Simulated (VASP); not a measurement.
Runs of VASP 6.6.1 on Re. The structure is that of space group Im-3m (No. 229), or close to it. The cells are those of the table. This isn't the form of Re at room conditions, which is hcp.

```tsv
cell	gap on the mesh (eV)	pressure (GPa)
a = 2.650 Å, angles 109.5°, 1 atom	none	10.5
a = 2.630 Å, angles 109.5°, 1 atom	none	(a)
a = 2.661 Å, angles 109.5°, 1 atom	none	5.4
a = 2.672 Å, angles 109.5°, 1 atom	none	0.2
```

Alike in all rows: task single point; level PBEsol; potentials or basis VASP PAW PBE potentials, release 64 (Re); no spin polarisation; k mesh 12 × 12 × 12; cutoff (eV) 600; smearing gaussian 0.05 eV.

Problem. Fill in the values left out.

Solution. (a) 20.8.

Caveats: the PAW data sets were made with another functional, which shifts forces and pressure a little; spin-orbit coupling is left out, which moves the levels of the heavy elements; the cell stands under pressure (at least some runs).

A k mesh can miss the band edges, and the runs leave out spin-orbit coupling on Re.

A gap of «none» marks levels without a gap at the run's occupations.
